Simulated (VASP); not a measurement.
A run of VASP 6.6.1 is set up as follows.

POSCAR

```
SrO
1.0
   -0.0139608650      2.7921730098      2.7921730098
    2.7921730098     -0.0139608650      2.7921730098
    2.7782121448      2.7782121448      0.0000000000
Sr O
1 1
Direct
    0.0000000000      0.0000000000      0.0000000000
    0.2500000000      0.2500000000      0.2500000000
```

INCAR.step1

```
SYSTEM = SrO
PREC = Accurate
ENCUT = 520
ISMEAR = 0
SIGMA = 0.05
LREAL = .FALSE.
LASPH = .TRUE.
NELM = 60
NBANDS = 15
GGA = PE
ALGO = Normal
EDIFF = 1E-4
LWAVE = .TRUE.
LCHARG = .FALSE.
```

File INCAR.step2:

```
SYSTEM = SrO
PREC = Accurate
ENCUT = 520
EDIFF = 1E-6
ISMEAR = 0
SIGMA = 0.05
LREAL = .FALSE.
LASPH = .TRUE.
NELM = 60
ALGO = Normal
ISIF = 2
LWAVE = .FALSE.
LCHARG = .TRUE.
METAGGA = R2SCAN
LMIXTAU = .TRUE.
LELF = .TRUE.
LVHAR = .TRUE.
NBANDS = 15
ISTART = 1
```

File KPOINTS:

```
Automatic mesh
0
G
  8 8 8
  0 0 0
```

Potentials or basis: VASP PAW PBE potentials, release 64 (Sr_sv, O).

Run with:

```bash
$ cat potpaw_PBE.64/Sr_sv/POTCAR potpaw_PBE.64/O/POTCAR > POTCAR
$ cp INCAR.step1 INCAR
$ mpirun -np 1 vasp_std > vasp.out
$ cp INCAR.step2 INCAR
$ mpirun -np 1 vasp_std > vasp.out
```

Q: Predict the pressure.

A: 0.5 GPa.

Q: What does it give for the band gap on the k mesh?

A: 2.90 eV, indirect (least direct gap 3.74 eV).

Stress tensor (GPa, compression positive):
```
0.47 0.47 0.00
0.47 0.47 0.00
0.00 0.00 0.47
```

Caveat: the PAW data sets were made with another functional, which shifts forces and pressure a little. r2SCAN opens gaps a little over a GGA but as a rule still falls short of measured ones.
